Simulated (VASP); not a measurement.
# Cu (P6_3/mmc) in VASP: notebook, part 2 of 2

VASP 6.6.1. Earlier steps stand in the parts before.

**3. Single point, r2SCAN**

File POSCAR:

```
Cu
1.0
    2.5425439900      0.0000000000      0.0000000000
   -1.2712714933      2.2019073067      0.0000000000
    0.0000000000      0.0000000000      4.0852903390
Cu
2
Direct
    0.3333333333      0.6666666667      0.2500000000
    0.6666666667      0.3333333333      0.7500000000
```

File INCAR.step1:

```
SYSTEM = Cu
PREC     = Accurate       ! precision mode
ENCUT    = 520            ! plane-wave cutoff, eV
ISMEAR   = -1             ! smearing method
SIGMA    = 0.1            ! smearing width, eV
LREAL    = .FALSE.        ! projectors in reciprocal space
LASPH    = .TRUE.         ! aspherical terms in the spheres
NELM     = 80             ! most SCF steps
NBANDS   = 18             ! bands
GGA      = PE             ! functional
ALGO     = Normal         ! electronic algorithm
EDIFF    = 1E-4           ! SCF threshold, eV
LWAVE    = .TRUE.         ! write WAVECAR
LCHARG   = .FALSE.        ! write CHGCAR
```

File INCAR.step2:

```
SYSTEM = Cu
PREC     = Accurate       ! precision mode
ENCUT    = 520            ! plane-wave cutoff, eV
EDIFF    = 1E-7           ! SCF threshold, eV
ISMEAR   = -1             ! smearing method
SIGMA    = 0.1            ! smearing width, eV
LREAL    = .FALSE.        ! projectors in reciprocal space
LASPH    = .TRUE.         ! aspherical terms in the spheres
NELM     = 80             ! most SCF steps
ALGO     = Normal         ! electronic algorithm
ISIF     = 2              ! what is computed and relaxed
LWAVE    = .FALSE.        ! write WAVECAR
LCHARG   = .TRUE.         ! write CHGCAR
METAGGA  = R2SCAN         ! meta-GGA
LMIXTAU  = .TRUE.       
LELF     = .TRUE.         ! ELF
LVHAR    = .TRUE.       
NBANDS   = 18             ! bands
ISTART   = 1
```

File KPOINTS:

```
regular mesh
0
G
  16 16 9
  0 0 0
```

Potentials or basis: VASP PAW PBE potentials, release 64 (Cu).

On the command line:

```
cat potpaw_PBE.64/Cu/POTCAR > POTCAR
cp INCAR.step1 INCAR
mpirun -np 1 vasp_std > vasp.out
cp INCAR.step2 INCAR
mpirun -np 1 vasp_std > vasp.out
```

OUTCAR:

```text
SYSTEM = Cu
   PREC = Accurate
   ENCUT = 520
   EDIFF = 1E-7
   ISMEAR = -1
   LREAL = .FALSE.
   LASPH = .TRUE.
   NELM = 80
   ISIF = 2
   METAGGA = R2SCAN
   ISTART = 1

 ion  position               nearest neighbor table
   1  0.333  0.667  0.250-   2 2.52   2 2.52   2 2.52   2 2.52   2 2.52   2 2.52
   2  0.667  0.333  0.750-   1 2.52   1 2.52   1 2.52   1 2.52   1 2.52   1 2.52

  LATTYP: Found a hexagonal cell.
 ALAT       =     2.5425439900
 C/A-ratio  =     1.6067727265

  Lattice vectors:

 A1 = (   2.5425439900,   0.0000000000,   0.0000000000)
 A2 = (  -1.2712714933,   2.2019073067,   0.0000000000)
 A3 = (   0.0000000000,   0.0000000000,   4.0852903390)

Analysis of symmetry for initial positions (statically):
=====================================================================
 Subroutine PRICEL returns:
 Original cell was already a primitive cell.

 Routine SETGRP: Setting up the symmetry group for a
 hexagonal supercell.

 Subroutine GETGRP returns: Found 24 space group operations
 (whereof 12 operations were pure point group operations)
 out of a pool of 24 trial point group operations.

The static configuration has the point symmetry D_3d.
 The point group associated with its full space group is D_6h.

Analysis of symmetry for dynamics (positions and initial velocities):
=====================================================================
 Subroutine PRICEL returns:
 Original cell was already a primitive cell.

 Routine SETGRP: Setting up the symmetry group for a
 hexagonal supercell.

 Subroutine GETGRP returns: Found 24 space group operations
 (whereof 12 operations were pure point group operations)
 out of a pool of 24 trial point group operations.

The dynamic configuration has the point symmetry D_3d.
 The point group associated with its full space group is D_6h.

 Subroutine INISYM returns: Found 24 space group operations
 (whereof 12 operations are pure point group operations),
 and found     1 'primitive' translations

----------------------------------------------------------------------------------------

                                     Primitive cell

  volume of cell :      22.8713

  direct lattice vectors                    reciprocal lattice vectors
     2.542543990  0.000000000  0.000000000     0.393306863  0.227075773  0.000000000
    -1.271271493  2.201907307  0.000000000     0.000000000  0.454151724  0.000000000
     0.000000000  0.000000000  4.085290339     0.000000000  0.000000000  0.244780644

  length of vectors
     2.542543990  2.542543411  4.085290339     0.454151621  0.454151724  0.244780644

  position of ions in fractional coordinates (direct lattice)
     0.333333333  0.666666667  0.250000000
     0.666666667  0.333333333  0.750000000

  ion indices of the primitive-cell ions
   primitive index   ion index
                 1           1
                 2           2

----------------------------------------------------------------------------------------

 KPOINTS: regular mesh

Automatic generation of k-mesh.
 Grid dimensions read from file:
 generate k-points for:   16   16    9

 Generating k-lattice:

  Cartesian coordinates                     Fractional coordinates (reciprocal lattice)
     0.024581679  0.014192236  0.000000000     0.062500000 -0.000000000  0.000000000
     0.000000000  0.028384483  0.000000000     0.000000000  0.062500000  0.000000000
     0.000000000  0.000000000  0.027197849     0.000000000  0.000000000  0.111111111

  Length of vectors
     0.028384476  0.028384483  0.027197849

  Shift w.r.t. Gamma in fractional coordinates (k-lattice)
     0.000000000  0.000000000  0.000000000

 Subroutine IBZKPT returns following result:
 ===========================================

 Found    150 irreducible k-points:

 Following reciprocal coordinates:
            Coordinates               Weight
  0.000000  0.000000  0.000000      1.000000
  0.062500 -0.000000  0.000000      6.000000
  0.125000 -0.000000  0.000000      6.000000
  0.187500  0.000000  0.000000      6.000000
  0.250000 -0.000000  0.000000      6.000000
  0.312500 -0.000000  0.000000      6.000000
[... 16 lines left out ...]
  0.187500  0.187500  0.000000      6.000000
  0.250000  0.187500  0.000000     12.000000
 [... further k-points ...]
   k-points           NKPTS =    150   k-points in BZ     NKDIM =    150   number of bands    NBANDS=     18
   number of dos      NEDOS =    301   number of ions     NIONS =      2
   total plane-waves  NPLWV =  12000
   dimension x,y,z NGX =    20 NGY =   20 NGZ =   30
   dimension x,y,z NGXF=    40 NGYF=   40 NGZF=   60
   ions per type =               2
   NGX,Y,Z   is equivalent  to a cutoff of  13.08, 13.08, 12.21 a.u.
   NGXF,Y,Z  is equivalent  to a cutoff of  26.15, 26.15, 24.42 a.u.
 SYSTEM =  Cu
   PREC   = accura    normal or accurate (medium, high low for compatibility)
   ISTART =      1    job   : 0-new  1-cont  2-samecut
   ICHARG =      0    charge: 1-file 2-atom 10-const
   ISPIN  =      1    spin polarized calculation?
   LNONCOLLINEAR =      F non collinear calculations
   LSORBIT =      F    spin-orbit coupling
   LASPH  =      T    aspherical Exc in radial PAW
   ENCUT  =  520.0 eV  38.22 Ry    6.18 a.u.   4.73  4.73  7.60*2*pi/ulx,y,z
   NELM   =     80;   NELMIN=  2; NELMDL=  0     # of ELM steps
   EDIFF  = 0.1E-06   stopping-criterion for ELM
   LREAL  =      F    real-space projection
   EDIFFG = 0.1E-05   stopping-criterion for IOM
   NSW    =      0    number of steps for IOM
   IBRION =     -1    ionic relax: 0-MD 1-quasi-New 2-CG
   NFREE  =      0    steps in history (QN), initial steepest desc. (CG)
   ISIF   =      2    stress and relaxation
   ISYM   =      2    0-nonsym 1-usesym 2-fastsym
   POTIM  = 0.5000    time-step for ionic-motion
   TEBEG  =    0.0;   TEEND  =   0.0 temperature during run
   PSTRESS=    0.0 pullay stress
   NELECT =      22.0000    total number of electrons
   NUPDOWN=      -1.0000    fix difference up-down
   EMIN   =  10.00;   EMAX   =-10.00  energy-range for DOS
   EFERMI =   0.00;   METHOD = LEGACY
   ISMEAR =    -1;   SIGMA  =   0.10  broadening in eV -4-tet -1-fermi 0-gaus
   EFERMI_NEDOS =   21; number of points for ismear=-14 and -15
   IALGO  =     38    algorithm
   IMIX   =      4    mixing-type and parameters
     AMIX     =   0.40;   BMIX     =  1.00
     AMIX_MAG =   1.60;   BMIX_MAG =  1.00
  volume/ion in A,a.u.               =      11.44        77.17
  Fermi-wavevector in a.u.,A,eV,Ry     =   1.616041  3.053874 35.532798  2.611587
  Thomas-Fermi vector in A             =   2.710691
   LORBIT       =      0    0 simple, 1 ext, 2 COOP (PROOUT), +10 PAW based schemes
   METAGGA = R2SCAN    functional components
   LHFCALC =     F    Hartree Fock is set to
   AEXX    =    0.0000 exact exchange contribution
   IVDW    =     0    specifies the selected vdW correction
   LEPSILON=     F    determine dielectric tensor
   LRPA    =     F    only Hartree local field effects (RPA)
 non-spin polarized calculation
  energy-cutoff  :      520.00
  volume of cell :       22.87
 maximum number of plane-waves:       640
 NGX is ok and might be reduce to    20
   NGX =  9   NGY =  9   NGZ = 15

 number of electron      21.9999971 magnetization

 Free energy of the ion-electron system (eV)
  ---------------------------------------------------
  ext. energy  EPLUGINS =         0.00000000
  ---------------------------------------------------
  free energy    TOTEN  =       -21.64105726 eV

  energy without entropy =      -21.62231071  energy(sigma->0) =      -21.63168399

 E-fermi :   7.7616     XC(G=0): -13.9617

 val. band max:        7.7410395527   @ k =   0.5000  -0.0000   0.0000
 cond. band min:       7.7654149287   @ k =   0.3750   0.1250   0.3333
 fundamental gap:      0.0243753760
 Fermi energy:         7.7616464894

 k-point     1 :       0.0000    0.0000    0.0000
  band No.  band energies     occupation
      1      -2.1249      2.00000
      2       2.4041      2.00000
      3       4.6152      2.00000
      4       4.6154      2.00000
      5       4.6159      2.00000
      6       4.8511      2.00000
[... 10 lines left out ...]
     17      32.3698      0.00000
     18      32.3700      0.00000

 k-point     2 :       0.0625   -0.0000    0.0000
  band No.  band energies     occupation
      1      -1.9919      2.00000
      2       2.4776      2.00000
      3       4.4885      2.00000
      4       4.6635      2.00000
      5       4.7283      2.00000
      6       4.8287      2.00000
[... 10 lines left out ...]
     17      33.2343      0.00000
     18      33.8161      0.00000
[... 442 lines left out ...]
 k-point    24 :       0.2500    0.1875    0.0000
  band No.  band energies     occupation
      1       1.9936      2.00000
      2       3.3930      2.00000
      3       3.4326      2.00000
      4       3.6984      2.00000
      5       4.3839      2.00000
      6       4.7852      2.00000
[... 10 lines left out ...]
     17      24.8716      0.00000
     18      25.6915      0.00000

 [... further k-points ...]
[... 5 lines left out ...]
  --------------------------------------------------------------------------------------
  -------------------------------------------------------------------------------------
  Total       -0.0033916     -0.0033916      0.4349416     -0.0000000      0.0000000      0.0000000
  in kB       -0.2375886     -0.2375885     30.4685022     -0.0000001      0.0000000      0.0000000
  external PRESSURE =       9.9977750 kB  Pullay stress =       0.0000000 kB

 VOLUME and BASIS-vectors are now :
 -----------------------------------------------------------------------------
  energy-cutoff  :      520.00
  volume of cell :       22.87
      direct lattice vectors                 reciprocal lattice vectors
     2.542543990  0.000000000  0.000000000     0.393306863  0.227075773  0.000000000
    -1.271271493  2.201907307  0.000000000     0.000000000  0.454151724  0.000000000
     0.000000000  0.000000000  4.085290339     0.000000000  0.000000000  0.244780644

 POSITION                                       TOTAL-FORCE (eV/Angst)
 -----------------------------------------------------------------------------------
      0.00000      1.46794      1.02132        -0.000000      0.000000      0.000000
      1.27127      0.73397      3.06397         0.000000     -0.000000      0.000000
 -----------------------------------------------------------------------------------
    total drift:                               -0.000000      0.000000     -0.000000

  FREE ENERGIE OF THE ION-ELECTRON SYSTEM (eV)
  ---------------------------------------------------
  free  energy   TOTEN  =       -21.6410572612 eV

  energy  without entropy=      -21.6223107135  energy(sigma->0) =      -21.63168399
```

It took 2.6 min on 1 thread of Intel Xeon 6975P-C (Granite Rapids), shared host; peak memory 0.17 GiB.

What came out:

```
Free energy            : -21.6411 eV
Pressure               : 1.0 GPa
Band gap on the k mesh : zero (band 11 reaches 11.28 eV, above the bottom of band 12 at 5.76 eV)
```

Stress tensor (GPa, compression positive):
```
-0.02  0.00  0.00
 0.00 -0.02  0.00
 0.00  0.00  3.05
```

Caveat: the PAW data sets were made with another functional, which shifts forces and pressure a little.

**4. Single point, r2SCAN**

File POSCAR:

```
Cu
1.0
    2.5509909800      0.0000000000      0.0000000000
   -1.2754949867      2.2092226133      0.0000000000
    0.0000000000      0.0000000000      4.0582802289
Cu
2
Direct
    0.3333333333      0.6666666667      0.2500000000
    0.6666666667      0.3333333333      0.7500000000
```

File INCAR.step1:

```
PREC = Accurate
ENCUT = 520
ISMEAR = -1
SIGMA = 0.1
LREAL = False
LASPH = True
NELM = 100
NBANDS = 18
GGA = PE
ALGO = Normal
EDIFF = 1E-4
LWAVE = True
LCHARG = False
```

File INCAR.step2:

```
PREC = Accurate
ENCUT = 520
EDIFF = 1E-6
ISMEAR = -1
SIGMA = 0.1
LREAL = False
LASPH = True
NELM = 100
ALGO = Normal
ISIF = 2
LWAVE = False
LCHARG = False
METAGGA = R2SCAN
LMIXTAU = True
NBANDS = 18
ISTART = 1
```

File KPOINTS:

```
regular mesh
0
Gamma
  16 16 9
```

On the command line:

```
cat potpaw_PBE.64/Cu/POTCAR > POTCAR
cp INCAR.step1 INCAR
mpirun -np 1 vasp_std > vasp.out
cp INCAR.step2 INCAR
mpirun -np 1 vasp_std > vasp.out
```

Run time: 2.6 min. Hardware: 1 thread of Intel Xeon 6975P-C (Granite Rapids), shared host; peak memory 0.17 GiB.

Results (log left out):

| Quantity | Value |
| --- | --- |
| Free energy | -21.6373 eV |
| Pressure | 1.1 GPa |
| Band gap on the k mesh | zero (band 11 reaches 11.23 eV, above the bottom of band 12 at 5.76 eV) |

Stress tensor (GPa, compression positive):
```
-0.57  0.00  0.00
 0.00 -0.57  0.00
 0.00  0.00  4.35
```

Levels at points of the mesh, in eV from the Fermi level:
| k point | band 9 | band 10 | band 11 | band 12 | band 13 | band 14 |
| --- | --- | --- | --- | --- | --- | --- |
| (0.00, 0.00, 0.00) | -2.70 | -1.83 | -1.83 | -0.83 | 4.57 | 22.09 |
| (0.50, 0.00, 0.00) | -1.65 | -1.65 | -0.04 | 1.65 | 8.44 | 9.05 |

Caveat: the PAW data sets were made with another functional, which shifts forces and pressure a little.

**5. Single point, r2SCAN**

File POSCAR:

```
Cu
1.0
    2.5594379700      0.0000000000      0.0000000000
   -1.2797184800      2.2165379200      0.0000000000
    0.0000000000      0.0000000000      4.0315371042
Cu
2
Direct
    0.3333333333      0.6666666667      0.2500000000
    0.6666666667      0.3333333333      0.7500000000
```

File INCAR.step1:

```
ALGO = Normal
EDIFF = 1E-4
ENCUT = 520
GGA = PE
ISMEAR = -1
LASPH = T
LCHARG = F
LREAL = F
LWAVE = T
NBANDS = 18
NELM = 100
PREC = Accurate
SIGMA = 0.1
```

File INCAR.step2:

```
ALGO = Normal
EDIFF = 1E-6
ENCUT = 520
ISIF = 2
ISMEAR = -1
ISTART = 1
LASPH = T
LCHARG = F
LMIXTAU = T
LREAL = F
LWAVE = F
METAGGA = R2SCAN
NBANDS = 18
NELM = 100
PREC = Accurate
SIGMA = 0.1
```

File KPOINTS:

```
k-points
0
Gamma
  16 16 9
```

On the command line:

```
cat potpaw_PBE.64/Cu/POTCAR > POTCAR
cp INCAR.step1 INCAR
mpirun -np 1 vasp_std > vasp.out
cp INCAR.step2 INCAR
mpirun -np 1 vasp_std > vasp.out
```

It took 2.4 min on 1 thread of Intel Xeon 6975P-C (Granite Rapids), shared host; peak memory 0.17 GiB.

It converged, with:

```yaml
Free_energy: -21.6317 eV
Pressure: 1.2 GPa
Band_gap_on_the_k_mesh: zero (band 11 reaches 11.19 eV, above the bottom of band 12 at 5.77 eV)
```

Stress tensor (GPa, compression positive):
```
-1.07  0.00  0.00
 0.00 -1.07  0.00
 0.00  0.00  5.71
```

Levels at points of the mesh, in eV from the Fermi level:
| k point | band 9 | band 10 | band 11 | band 12 | band 13 | band 14 |
| --- | --- | --- | --- | --- | --- | --- |
| (0.00, 0.00, 0.00) | -2.72 | -1.83 | -1.83 | -0.73 | 4.72 | 21.95 |
| (0.50, 0.00, 0.00) | -1.66 | -1.63 | -0.06 | 1.61 | 8.49 | 9.14 |

Caveat: the PAW data sets were made with another functional, which shifts forces and pressure a little.

**6. The runs side by side**

| cell | gap on the mesh (eV) | pressure (GPa) |
| --- | --- | --- |
| a = 2.534, b = 2.534, c = 4.113 Å, angles 90.0, 90.0, 120.0°, 2 atoms | none | 1.1 |
| a = 2.543, b = 2.543, c = 4.085 Å, angles 90.0, 90.0, 120.0°, 2 atoms | none | 1.0 |
| a = 2.551, b = 2.551, c = 4.058 Å, angles 90.0, 90.0, 120.0°, 2 atoms | none | 1.1 |
| a = 2.559, b = 2.559, c = 4.032 Å, angles 90.0, 90.0, 120.0°, 2 atoms | none | 1.2 |

Alike in all rows: task single point; level r2SCAN; potentials or basis VASP PAW PBE potentials, release 64 (Cu); no spin polarisation; k mesh 16 × 16 × 9; cutoff (eV) 520; smearing fermi-dirac 0.1 eV.

Caveats: the PAW data sets were made with another functional, which shifts forces and pressure a little.

Total energies depend on the potentials used, so only differences within one code and one set of settings carry meaning.
